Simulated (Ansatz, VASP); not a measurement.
## Sr in VASP and in Ansatz

```
Sr
1.0
     3.75001    0.00000    0.00000
     0.00000    3.75001    0.00000
     0.00000    0.00000    3.75001
Sr
1
Direct
  0.00000 0.00000 0.00000
```

Alike in both runs: functional PBEsol; k mesh 14 × 14 × 14; occupations gaussian, width 0.1 eV; no spin polarisation.

Ansatz relaxed the structure, and its values are those at the end. VASP's run is a single point on that final structure, the one shown.

```csv
,VASP,Ansatz
version,VASP 6.6.1,Ansatz 0.2.0
potentials or method,"VASP PAW PBE potentials, release 64 (Sr_sv), cutoff 520 eV","scalar-relativistic, plane waves, PAW"
valence electrons in the cell,10,10
```

```csv
,VASP,Ansatz,Ansatz less VASP
gap on the k mesh at the Fermi level (eV),none,none,-
pressure (GPa),0.0,0.0,-0.01
```

VASP's potentials were made for PBE, not for PBEsol. A gap of «none» marks a metal or a gap that the smearing closes. With one functional, cell and mesh, what is left measures potentials, basis and numerics.
